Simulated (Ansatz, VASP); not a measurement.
## Pd in VASP and in Ansatz

```
Pd
1.0
     0.03890    1.96435    1.96435
     1.96435    0.03890    1.96435
     1.96435    1.96435    0.03890
Pd
1
Direct
  0.00000 0.00000 0.00000
```

Change from the starting cell: equal xy, yz and zx shear strains of +2 %.

Alike in both runs: task single point; functional PBE; k mesh 18 × 18 × 18; occupations fermi-dirac, width 0.05 eV; no spin polarisation.

```csv
,VASP,Ansatz
version,VASP 6.6.1,Ansatz 0.2.0
potentials or method,"VASP PAW PBE potentials, release 64 (Pd), cutoff 520 eV","all-electron LAPW, scalar-relativistic"
```

|  | VASP | Ansatz | Ansatz less VASP |
| --- | --- | --- | --- |
| pressure (GPa) | 7.5 | 7.7 | +0.26 |
| traceless stress, the component that is largest in VASP (GPa) | -1.61 | -1.60 | +0.007 |

Ansatz ran all-electron here, and VASP with PAW potentials.
